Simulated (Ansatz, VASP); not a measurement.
TaMnB4: VASP beside Ansatz

```
Ta Mn B
1.0
     3.01094    0.00000    0.00000
    -1.50547    2.60755    0.00000
     0.00000    0.00000    6.36142
Ta Mn B
1 1 4
Direct
  0.00000 0.00000 0.50000
  0.00000 0.00000 0.00000
  0.33333 0.66667 0.74380
  0.33333 0.66667 0.25620
  0.66667 0.33333 0.74380
  0.66667 0.33333 0.25620
```

Change from the starting cell: species swapped into the TiB4Mo type (P6/mmm, No. 191).

Alike in both runs: task single point; functional PBE; k mesh 6 × 6 × 4; occupations gaussian, width 0.1 eV; collinear spin.

|  | VASP | Ansatz |
| --- | --- | --- |
| version | VASP 6.6.1 | Ansatz 0.2.0 |
| potentials or method | VASP PAW PBE potentials, release 64 (Ta_pv, Mn_pv, B), cutoff 520 eV | scalar-relativistic, plane waves, PAW |
| valence electrons in the cell | 36 | 40 |

```tsv
	VASP	Ansatz	Ansatz less VASP
gap on the k mesh at the Fermi level (eV)	none	none	-
pressure (GPa)	14.8	14.1	-0.62
traceless stress, the component that is largest in VASP (GPa)	-1.26	-1.31	-0.052
rms of the force components (eV/Å)	0.783	0.773	-0.0097
net moment per atom (μB)	0.43	0.43	0.000
size of the moment on the site where the two differ most (μB)	2.59	2.50	-0.083
```

Site moments also hang on the region over which each program counts them. Atom by atom the forces differ by 0.010 eV/Å (rms over components). A gap of «none» marks a metal or a gap that the smearing closes. The functional is the same, so the differences come from potentials, cutoffs and numerics. VASP's potentials hold 36 valence electrons a cell and Ansatz's 40, so a difference there can come from the potentials and not from the codes.

The k mesh is coarse, so the values compare programs but aren't converged. Spin-orbit coupling is off throughout.
